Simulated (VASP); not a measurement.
# TiTe2 (P-3m1) in VASP: a series of runs

The runs below take TiTe2 through relaxation of cell and atoms, relaxation of shape and atoms at fixed volume, with PBE+D4.

Everything below comes from runs of VASP 6.6.1. Logs are shortened: lines on timing, memory, paths and dates and some standing lists are left out, and cuts for length are marked.

### Step 1. The cell of the first run

Symmetry: P-3m1, No. 164, trigonal system. The conventional cell has a = 3.719 Å, b = 3.719 Å, c = 6.444 Å, α = 90.00°, β = 90.00°, γ = 120.00°. Within 3.8 Å of Ti (site symmetry -3m) lie 6 Te at 2.75 Å and 6 Ti at 3.72 Å. Te (site symmetry 3m) has 3 Ti at 2.75 Å and 9 Te at 3.68 to 3.72 Å within 3.8 Å.

### Step 2. Relaxation of cell and atoms, PBE+D4

INCAR

```
PREC     = Accurate       # precision mode
ENCUT    = 600            # plane-wave cutoff, eV
EDIFF    = 1E-6           # SCF threshold, eV
ISMEAR   = -1             # smearing method
SIGMA    = 0.15           # smearing width, eV
LREAL    = F              # projectors in reciprocal space
LASPH    = T              # aspherical terms in the spheres
NELM     = 60             # most SCF steps
ALGO     = Fast           # electronic algorithm
ISIF     = 3              # what is computed and relaxed
LWAVE    = F              # write WAVECAR
LCHARG   = F              # write CHGCAR
GGA      = PE             # functional
IVDW     = 13             # dispersion correction
IBRION   = 2              # ionic algorithm
NSW      = 80             # ionic steps
EDIFFG   = -0.001         # ionic threshold
```

KPOINTS

```
regular mesh
0
Gamma
  15 15 8
```

POSCAR

```
TiTe2
1.0
    3.7191090630      0.0000000000      0.0000000000
   -1.8595545315      3.2208429280      0.0000000000
    0.0000000000      0.0000000000      6.4439226125
Ti Te
1 2
Direct
    0.0000000000      0.0000000000      0.0000000000
    0.6666666667      0.3333333333      0.2678266110
    0.3333333333      0.6666666667      0.7321733890
```

Potentials or basis: VASP PAW PBE potentials, release 64 (Ti_sv, Te).

The run is started by

```bash
$ cat potpaw_PBE.64/Ti_sv/POTCAR potpaw_PBE.64/Te/POTCAR > POTCAR
$ mpirun -np 1 vasp_std > vasp.out
```

OUTCAR:

```text
PREC = Accurate
   ENCUT = 600
   EDIFF = 1E-6
   ISMEAR = -1
   LREAL = F
   LASPH = T
   NELM = 60
   ISIF = 3
   GGA = PE
   IVDW = 13
   IBRION = 2
   NSW = 80
   EDIFFG = -0.001

 ion  position               nearest neighbor table
   1  0.000  0.000  0.000-   2 2.75   3 2.75   3 2.75   2 2.75   2 2.75   3 2.75
   2  0.667  0.333  0.268-   1 2.75   1 2.75   1 2.75   3 3.68   3 3.68   3 3.68
   3  0.333  0.667  0.732-   1 2.75   1 2.75   1 2.75   2 3.68   2 3.68   2 3.68

  LATTYP: Found a hexagonal cell.
 ALAT       =     3.7191090630
 C/A-ratio  =     1.7326522302

  Lattice vectors:

 A1 = (   3.7191090630,   0.0000000000,   0.0000000000)
 A2 = (  -1.8595545315,   3.2208429280,   0.0000000000)
 A3 = (   0.0000000000,   0.0000000000,   6.4439226125)

Analysis of symmetry for initial positions (statically):
=====================================================================
 Subroutine PRICEL returns:
 Original cell was already a primitive cell.

 Routine SETGRP: Setting up the symmetry group for a
 hexagonal supercell.

 Subroutine GETGRP returns: Found 12 space group operations
 (whereof 12 operations were pure point group operations)
 out of a pool of 24 trial point group operations.

The static configuration has the point symmetry D_3d.

Analysis of symmetry for dynamics (positions and initial velocities):
=====================================================================
 Subroutine PRICEL returns:
 Original cell was already a primitive cell.

 Routine SETGRP: Setting up the symmetry group for a
 hexagonal supercell.

 Subroutine GETGRP returns: Found 12 space group operations
 (whereof 12 operations were pure point group operations)
 out of a pool of 24 trial point group operations.

The dynamic configuration has the point symmetry D_3d.

 Subroutine INISYM returns: Found 12 space group operations
 (whereof 12 operations are pure point group operations),
 and found     1 'primitive' translations

----------------------------------------------------------------------------------------

                                     Primitive cell

  volume of cell :      77.1896

  direct lattice vectors                    reciprocal lattice vectors
     3.719109063  0.000000000  0.000000000     0.268881601  0.155238865  0.000000000
    -1.859554531  3.220842928  0.000000000     0.000000000  0.310477730  0.000000000
     0.000000000  0.000000000  6.443922612     0.000000000  0.000000000  0.155184980

  length of vectors
     3.719109063  3.719109063  6.443922612     0.310477730  0.310477730  0.155184980

  position of ions in fractional coordinates (direct lattice)
     0.000000000  0.000000000  0.000000000
     0.666666667  0.333333333  0.267826611
     0.333333333  0.666666667  0.732173389

  ion indices of the primitive-cell ions
   primitive index   ion index
                 1           1
                 2           2
                 3           3

----------------------------------------------------------------------------------------

 KPOINTS: regular mesh

Automatic generation of k-mesh.
 Grid dimensions read from file:
 generate k-points for:   15   15    8

 Generating k-lattice:

  Cartesian coordinates                     Fractional coordinates (reciprocal lattice)
     0.017925440  0.010349258  0.000000000     0.066666667  0.000000000  0.000000000
     0.000000000  0.020698515  0.000000000     0.000000000  0.066666667  0.000000000
     0.000000000  0.000000000  0.019398122     0.000000000  0.000000000  0.125000000

  Length of vectors
     0.020698515  0.020698515  0.019398122

  Shift w.r.t. Gamma in fractional coordinates (k-lattice)
     0.000000000  0.000000000  0.000000000

 Subroutine IBZKPT returns following result:
 ===========================================

 Found    192 irreducible k-points:

 Following reciprocal coordinates:
            Coordinates               Weight
  0.000000  0.000000  0.000000      1.000000
  0.066667  0.000000  0.000000      6.000000
  0.133333  0.000000  0.000000      6.000000
  0.200000 -0.000000  0.000000      6.000000
  0.266667  0.000000  0.000000      6.000000
  0.333333 -0.000000  0.000000      6.000000
[... 16 lines left out ...]
  0.333333  0.200000  0.000000     12.000000
  0.400000  0.200000  0.000000      6.000000
 [... further k-points ...]
   k-points           NKPTS =    192   k-points in BZ     NKDIM =    192   number of bands    NBANDS=     16
   number of dos      NEDOS =    301   number of ions     NIONS =      3
   total plane-waves  NPLWV =  48600
   dimension x,y,z NGX =    30 NGY =   30 NGZ =   54
   dimension x,y,z NGXF=    60 NGYF=   60 NGZF=  108
   ions per type =               1   2
   NGX,Y,Z   is equivalent  to a cutoff of  13.41, 13.41, 13.93 a.u.
   NGXF,Y,Z  is equivalent  to a cutoff of  26.82, 26.82, 27.86 a.u.
 SYSTEM =  unknown system
   PREC   = accura    normal or accurate (medium, high low for compatibility)
   ISTART =      0    job   : 0-new  1-cont  2-samecut
   ICHARG =      2    charge: 1-file 2-atom 10-const
   ISPIN  =      1    spin polarized calculation?
   LNONCOLLINEAR =      F non collinear calculations
   LSORBIT =      F    spin-orbit coupling
   LASPH  =      T    aspherical Exc in radial PAW
   ENCUT  =  600.0 eV  44.10 Ry    6.64 a.u.   7.43  7.43 12.87*2*pi/ulx,y,z
   NELM   =     60;   NELMIN=  2; NELMDL= -5     # of ELM steps
   EDIFF  = 0.1E-05   stopping-criterion for ELM
   LREAL  =      F    real-space projection
   EDIFFG = -.1E-02   stopping-criterion for IOM
   NSW    =     80    number of steps for IOM
   IBRION =      2    ionic relax: 0-MD 1-quasi-New 2-CG
   NFREE  =      1    steps in history (QN), initial steepest desc. (CG)
   ISIF   =      3    stress and relaxation
   ISYM   =      2    0-nonsym 1-usesym 2-fastsym
   POTIM  = 0.5000    time-step for ionic-motion
   TEBEG  =    0.0;   TEEND  =   0.0 temperature during run
   PSTRESS=    0.0 pullay stress
   NELECT =      24.0000    total number of electrons
   NUPDOWN=      -1.0000    fix difference up-down
   EMIN   =  10.00;   EMAX   =-10.00  energy-range for DOS
   EFERMI =   0.00;   METHOD = LEGACY
   ISMEAR =    -1;   SIGMA  =   0.15  broadening in eV -4-tet -1-fermi 0-gaus
   EFERMI_NEDOS =   21; number of points for ismear=-14 and -15
   IALGO  =     68    algorithm
   IMIX   =      4    mixing-type and parameters
     AMIX     =   0.40;   BMIX     =  1.00
     AMIX_MAG =   1.60;   BMIX_MAG =  1.00
  volume/ion in A,a.u.               =      25.73       173.63
  Fermi-wavevector in a.u.,A,eV,Ry     =   1.109070  2.095839 16.735662  1.230036
  Thomas-Fermi vector in A             =   2.245605
   LORBIT       =      0    0 simple, 1 ext, 2 COOP (PROOUT), +10 PAW based schemes
   GGA     = PE    functional components
   LHFCALC =     F    Hartree Fock is set to
   AEXX    =    0.0000 exact exchange contribution
   IVDW    =    13    specifies the selected vdW correction
   LEPSILON=     F    determine dielectric tensor
   LRPA    =     F    only Hartree local field effects (RPA)
 conjugate gradient relaxation of ions
 non-spin polarized calculation
 RMM-DIIS sequential band-by-band and
  energy-cutoff  :      600.00
  volume of cell :       77.19
 maximum number of plane-waves:      2623
 NGX is ok and might be reduce to    30
   NGX = 15   NGY = 15   NGZ = 25

--------------------------------------- Ionic step        1  -------------------------------------------

 number of electron      24.0000003 magnetization

 Free energy of the ion-electron system (eV)
  ---------------------------------------------------
  ext. energy  EPLUGINS =         0.00000000
  ---------------------------------------------------
  free energy    TOTEN  =       -16.22832207 eV

  energy without entropy =      -16.11706211  energy(sigma->0) =      -16.17269209

------------------------ aborting loop because EDIFF is reached ----------------------------------------

  DFT-D4 for vdW energy calculation

  Edisp (eV):   -1.30192

  FORCE on cell =-STRESS in cart. coord.  units (eV):
  Direction    XX          YY          ZZ          XY          YZ          ZX
  --------------------------------------------------------------------------------------
  -------------------------------------------------------------------------------------
  Total       0.00766     0.00766     0.04075     0.00000     0.00000     0.00000
  in kB       0.15895     0.15895     0.84586     0.00000     0.00000     0.00000
  external pressure =        0.39 kB  Pullay stress =        0.00 kB
[... 100 lines left out ...]
  FREE ENERGIE OF THE ION-ELECTRON SYSTEM (eV)
  ---------------------------------------------------
  free  energy   TOTEN  =       -17.5302796045 eV

  energy  without entropy=      -17.4187986491  energy(sigma->0) =      -17.47453913

[... ionic steps 4 to 37 ...]

--------------------------------------- Ionic step       38  -------------------------------------------

 number of electron      24.0000003 magnetization

------------------------ aborting loop because EDIFF is reached ----------------------------------------

  DFT-D4 for vdW energy calculation

  Edisp (eV):   -1.30281
[... 71 lines left out ...]
  energy  without entropy=      -17.4189237753  energy(sigma->0) =      -17.47461897

--------------------------------------- Ionic step       40  -------------------------------------------

 number of electron      24.0000003 magnetization

 Free energy of the ion-electron system (eV)
  ---------------------------------------------------
  ext. energy  EPLUGINS =         0.00000000
  ---------------------------------------------------
  free energy    TOTEN  =       -16.22751225 eV

  energy without entropy =      -16.11609497  energy(sigma->0) =      -16.17180361

 E-fermi :   7.3108     XC(G=0): -10.0657

 val. band max:        7.3104907103   @ k =   0.0000   0.4000   0.3750
 cond. band min:       7.3201766598   @ k =   0.4667   0.0000   0.0000
 fundamental gap:      0.0096859495
 Fermi energy:         7.3107842729

 k-point     1 :       0.0000    0.0000    0.0000
  band No.  band energies     occupation
      1     -50.0475      2.00000
      2     -26.3122      2.00000
      3     -26.3122      2.00000
      4     -26.2749      2.00000
      5      -5.3116      2.00000
      6      -3.7041      2.00000
[... 8 lines left out ...]
     15       8.5512      0.00051
     16      10.4319      0.00000
[... 420 lines left out ...]
  band No.  band energies     occupation
      1     -50.0435      2.00000
      2     -26.3559      2.00000
      3     -26.3344      2.00000
      4     -26.2623      2.00000
      5      -3.2587      2.00000
      6      -3.0789      2.00000
[... 8 lines left out ...]
     15       8.8654      0.00006
     16       9.6095      0.00000

 [... further k-points ...]

------------------------ aborting loop because EDIFF is reached ----------------------------------------

  DFT-D4 for vdW energy calculation

  Edisp (eV):   -1.30280

  FORCE on cell =-STRESS in cart. coord.  units (eV):
  Direction    XX          YY          ZZ          XY          YZ          ZX
  --------------------------------------------------------------------------------------
  -------------------------------------------------------------------------------------
  Total      -0.00111    -0.00111     0.00028     0.00000    -0.00000     0.00000
  in kB      -0.02304    -0.02304     0.00572     0.00000    -0.00000     0.00000
  external pressure =       -0.01 kB  Pullay stress =        0.00 kB
[... 18 lines left out ...]
  FREE ENERGIE OF THE ION-ELECTRON SYSTEM (eV)
  ---------------------------------------------------
  free  energy   TOTEN  =       -17.5303142040 eV

  energy  without entropy=      -17.4188969185  energy(sigma->0) =      -17.47460556

 reached required accuracy - stopping structural energy minimisation
```

Run time: 49 min. Hardware: 1 thread of Oxide Virtual Turin-like, shared host; peak memory 0.44 GiB.

What came out:

```
Free energy                           : -17.5303 eV
Relaxed volume                        : 25.71 Å³/atom
Relaxed cell                          : a = 3.718 Å, b = 3.718 Å, c = 6.441 Å, α = 90.00°, β = 90.00°, γ = 120.00°
Space group after relaxing (to 0.1 Å) : P-3m1 (No. 164)
Energy gained by relaxing             : 0.0 meV/atom
Ionic steps                           : 40
Pressure after relaxing               : 0.0 GPa
Band gap on the k mesh                : zero (bands 12 and 13 overlap by 0.77 eV)
Dispersion energy per atom            : -0.434 eV
```

Final structure:
```
CELL_PARAMETERS angstrom
3.71831 0.00000 0.00000
-1.85915 3.22015 0.00000
0.00000 0.00000 6.44131
ATOMIC_POSITIONS crystal
Ti 0.00000 0.00000 0.00000
Te 0.66667 0.33333 0.26835
Te 0.33333 0.66667 0.73165
```

Caveat: spin-orbit coupling is left out, which moves the levels of the heavy elements.

### Step 3. Relaxation of shape and atoms at fixed volume, PBE+D4 (26.50 Å³/atom)

This run uses another cell than the first one, of 26.50 Å³/atom.

INCAR

```
SYSTEM = TiTe2
  PREC = Accurate
  ENCUT = 600
  EDIFF = 1E-6
  ISMEAR = 0
  SIGMA = 0.1
  LREAL = .FALSE.
  LASPH = .TRUE.
  NELM = 100
  ALGO = Fast
  ISIF = 4
  LWAVE = .FALSE.
  LCHARG = .FALSE.
  GGA = PE
  IVDW = 13
  IBRION = 2
  NSW = 50
  EDIFFG = -0.01
```

KPOINTS

```
regular mesh
0
G
  15 15 8
  0 0 0
```

POSCAR

```
TiTe2
1.0
    3.7559343199      0.0000000000      0.0000000000
   -1.8779671599      3.2527345360      0.0000000000
    0.0000000000      0.0000000000      6.5077279761
Ti Te
1 2
Direct
    0.0000000000      0.0000000000      0.0000000000
    0.6666666667      0.3333333333      0.2678266110
    0.3333333333      0.6666666667      0.7321733890
```

Potentials or basis: VASP PAW PBE potentials, release 64 (Ti_sv, Te).

The run is started by

```bash
$ cat potpaw_PBE.64/Ti_sv/POTCAR potpaw_PBE.64/Te/POTCAR > POTCAR
$ mpirun -np 1 vasp_std > vasp.out
```

It took 35 min on 1 thread of Oxide Virtual Turin-like, shared host; peak memory 0.44 GiB.

The run converged. Its results:

```
Free energy                : -17.4716 eV
Energy gained by relaxing  : 2.1 meV/atom
Ionic steps                : 5
Pressure after relaxing    : -1.0 GPa
Band gap on the k mesh     : zero (bands 12 and 13 overlap by 0.70 eV)
Dispersion energy per atom : -0.423 eV
```

Forces on the atoms (eV/Å):
```
Ti   0.000  0.000  0.000
Te   0.000  0.000 -0.002
Te   0.000  0.000  0.002
```

The path:
```tsv
step	energy change (eV)	largest force (eV/Å)	pressure (GPa)	volume (Å³)
1	0.0000	0.2339	-1.93	79.51
2	-0.0040	0.1191	-1.56	79.51
3	-0.0052	0.0120	-1.20	79.51
4	-0.0059	0.0085	-1.13	79.51
5	-0.0063	0.0024	-1.05	79.51
```

Final structure:
```
CELL_PARAMETERS angstrom
3.74646 0.00000 0.00000
-1.87323 3.24453 0.00000
0.00000 0.00000 6.54067
ATOMIC_POSITIONS crystal
Ti 0.00000 0.00000 0.00000
Te 0.66667 0.33333 0.26361
Te 0.33333 0.66667 0.73639
```

Levels at points of the mesh, in eV from the Fermi level:
```tsv
k point	band 8	band 9	band 10	band 11	band 12	band 13	band 14	band 15	band 16
(0.00, 0.00, 0.00)	-1.64	-1.64	0.28	0.39	0.39	0.46	1.13	1.13	3.08
(0.00, 0.00, 0.50)	-2.77	-1.57	-1.57	0.38	0.38	0.82	0.82	0.99	3.50
```

Caveat: spin-orbit coupling is left out, which moves the levels of the heavy elements.
